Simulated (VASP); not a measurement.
Here is a VASP 6.6.1 calculation.

Contents of INCAR:

```
SYSTEM = SiC
PREC     = Accurate       ! precision mode
ENCUT    = 520            ! plane-wave cutoff, eV
EDIFF    = 1E-6           ! SCF threshold, eV
ISMEAR   = 0              ! smearing method
SIGMA    = 0.1            ! smearing width, eV
LREAL    = .FALSE.        ! projectors in reciprocal space
LASPH    = .TRUE.         ! aspherical terms in the spheres
NELM     = 100            ! most SCF steps
ALGO     = Normal         ! electronic algorithm
ISIF     = 2              ! what is computed and relaxed
LWAVE    = .FALSE.        ! write WAVECAR
LCHARG   = .TRUE.         ! write CHGCAR
GGA      = PE             ! functional
LELF     = .TRUE.         ! ELF
LVHAR    = .TRUE.       
NBANDS   = 11             ! bands
```

File KPOINTS:

```
regular mesh
0
G
  6 6 4
  0 0 0
```

POSCAR

```
SiC
1.0
    3.0950049463      0.0000000000      0.0000000000
   -1.5475024732      2.6803529083      0.0000000000
    0.0000000000      0.0000000000      5.6843388287
Si C
1 1
Direct
    0.6666666667      0.3333333333      0.0000000000
    0.3333333333      0.6666666667      0.0000000000
```

Potentials or basis: VASP PAW PBE potentials, release 64 (Si, C).

Command:

```bash
$ cat potpaw_PBE.64/Si/POTCAR potpaw_PBE.64/C/POTCAR > POTCAR
$ mpirun -np 1 vasp_std > vasp.out
```

Q: Predict the pressure.

A: 0.1 GPa.

Q: Predict the band gap on the k mesh.

A: 2.38 eV, indirect (least direct gap 2.48 eV).

Stress tensor (GPa, compression positive):
```
 0.14  0.00  0.00
 0.00  0.14  0.00
 0.00  0.00 -0.06
```

A k mesh can miss the band edges.
